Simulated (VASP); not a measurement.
**WSe2: single point with r2SCAN**

The system is WSe2, a slab with vacuum.

```xyz
3
Lattice="3.3179 0.0000 0.0000 -1.6590 2.8734 0.0000 0.0000 0.0000 16.6581" Properties=species:S:1:pos:R:3 pbc="T T T"
W     0.0000    0.0000    0.0000
Se    0.0000    1.8590    1.6131
Se    0.0000    1.9156   14.9959
```

This cell differs from its parent crystal: atom 2 (Se) moved +0.075 Å towards its neighbour atom 1 (W) at 2.536 Å.

```json
{
 "Program": "VASP 6.6.1",
 "Task": "single point",
 "Functional": "r2SCAN",
 "Potentials or basis": "VASP PAW PBE potentials, release 64 (W_sv, Se)",
 "Cutoff": "520 eV",
 "k mesh": "12 × 12 × 2",
 "Occupations": "gaussian, width 0.05 eV",
 "Spin": "no spin polarisation",
 "Dipole correction": "no",
 "Further INCAR settings": "ALGO = Normal; EDIFF = 1e-06; NBANDS = 20"
}
```

```yaml
Largest_force: 1.079 eV/Å
Band_gap_on_the_k_mesh: 1.58 eV
```

Forces on the atoms (eV/Å):
```
W    0.000 -0.618 -0.807
Se   0.000  0.601  0.896
Se   0.000  0.017 -0.089
```

Levels at points of the mesh, in eV from the valence-band top:
| k point | band 9 | band 10 | band 11 | band 12 | band 13 | band 14 | band 15 | band 16 | band 17 | band 18 |
| --- | --- | --- | --- | --- | --- | --- | --- | --- | --- | --- |
| (0.00, 0.00, 0.00) | -2.67 | -2.13 | -1.58 | -1.33 | -0.15 | 2.96 | 3.14 | 3.39 | 3.42 | 4.90 |
| (0.50, 0.00, 0.00) | -4.42 | -3.31 | -2.12 | -1.20 | -0.93 | 2.49 | 2.91 | 4.07 | 4.75 | 4.89 |
| (0.00, 0.50, 0.00) | -4.37 | -3.23 | -2.20 | -1.14 | -1.06 | 2.46 | 2.90 | 4.20 | 4.73 | 4.90 |
| (0.00, 0.00, 0.50) | -2.67 | -2.13 | -1.58 | -1.33 | -0.15 | 2.96 | 3.14 | 3.39 | 3.42 | 5.01 |
| (0.50, 0.00, 0.50) | -4.42 | -3.31 | -2.12 | -1.20 | -0.93 | 2.49 | 2.91 | 4.07 | 4.75 | 4.89 |
| (0.00, 0.50, 0.50) | -4.37 | -3.23 | -2.20 | -1.14 | -1.06 | 2.46 | 2.90 | 4.20 | 4.73 | 4.90 |

Run time: 25 min on 1 thread of Oxide Virtual Turin-like Processor, with other jobs on the host, peak memory 0.49 GiB.

Caveat: the cell differs from its parent crystal (atom 2 (Se) moved +0.075 Å towards its neighbour atom 1 (W) at 2.536 Å); there is no dipole correction, which matters where the two faces differ; the PAW data sets were made with another functional, which shifts forces and pressure a little; spin-orbit coupling is left out, which moves the levels of the heavy elements.
